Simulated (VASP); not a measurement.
Input of a VASP 6.6.1 run:

The input POSCAR:

```
SnO2
1.0
    1.6488088345      0.9519402245      4.8947457539
   -1.6488088345      0.9519402245      4.8947457539
    0.0000000000     -1.9038804490      4.8947457539
Sn O
1 2
Direct
    0.5000000000      0.5000000000      0.5000000000
    0.7628300000      0.7628300000      0.7628300000
    0.2371700000      0.2371700000      0.2371700000
```

Contents of INCAR.step1:

```
SYSTEM = SnO2
PREC = Accurate
ENCUT = 520
ISMEAR = -1
SIGMA = 0.05
LREAL = .False.
LASPH = .True.
NELM = 80
NBANDS = 20
GGA = PE
ALGO = Normal
EDIFF = 1E-4
LWAVE = .True.
LCHARG = .False.
```

The input INCAR.step2:

```
SYSTEM = SnO2
PREC = Accurate
ENCUT = 520
EDIFF = 1E-6
ISMEAR = -1
SIGMA = 0.05
LREAL = .False.
LASPH = .True.
NELM = 80
ALGO = Normal
ISIF = 2
LWAVE = .False.
LCHARG = .True.
METAGGA = R2SCAN
LMIXTAU = .True.
LELF = .True.
LVHAR = .True.
NBANDS = 20
ISTART = 1
```

Contents of KPOINTS:

```
Automatic mesh
0
Gamma
  10 10 10
  0 0 0
```

Potentials or basis: VASP PAW PBE potentials, release 64 (Sn_d, O).

The run is started by

```bash
$ cat potpaw_PBE.64/Sn_d/POTCAR potpaw_PBE.64/O/POTCAR > POTCAR
$ cp INCAR.step1 INCAR
$ mpirun -np 1 vasp_std > vasp.out
$ cp INCAR.step2 INCAR
$ mpirun -np 1 vasp_std > vasp.out
```

(1) What does it give for the largest force?

(2) Predict the pressure.

(3) Predict the band gap on the k mesh.

Answers

(1) 1.107 eV/Å.

(2) -13.3 GPa.

(3) 2.04 eV (least direct gap 2.11 eV).

Caveat: the cell stands under tension; the PAW data sets were made with another functional, which shifts forces and pressure a little; spin-orbit coupling is left out, which moves the levels of the heavy elements.
